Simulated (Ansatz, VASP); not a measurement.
One calculation of ZnS, two programs

```
Zn S
1.0
     3.78158    0.00000    0.00000
    -1.89079    3.27494    0.00000
     0.00000    0.00000    6.17792
Zn S
2 2
Direct
  0.33333 0.66667 0.00499
  0.66667 0.33333 0.50499
  0.33333 0.66667 0.38001
  0.66667 0.33333 0.88001
```

Change from the starting cell: z stretched by -0.5 %, x and y held.

Alike in both runs: functional PBEsol; k mesh 8 × 8 × 4; no spin polarisation.

Ansatz relaxed the structure, and its values are those at the end. VASP's run is a single point on that final structure, the one shown.

|  | VASP | Ansatz |
| --- | --- | --- |
| version | VASP 6.6.1 | Ansatz 0.2.0 |
| potentials or method | VASP PAW PBE potentials, release 64 (Zn, S), cutoff 520 eV | all-electron LAPW, scalar-relativistic |
| occupations | gaussian, width 0.01 eV | fixed |

VASP gave:

```
gap on the k mesh at the Fermi level (eV) : 2.20
pressure (GPa)                            : 0.7
```

**Question.** What did Ansatz give for the same quantities?

**Answer.** gap on the k mesh at the Fermi level (eV): 2.19; pressure (GPa): 0.4.

VASP's potentials were made for PBE, not for PBEsol. Ansatz ran all-electron here, and VASP with PAW potentials.
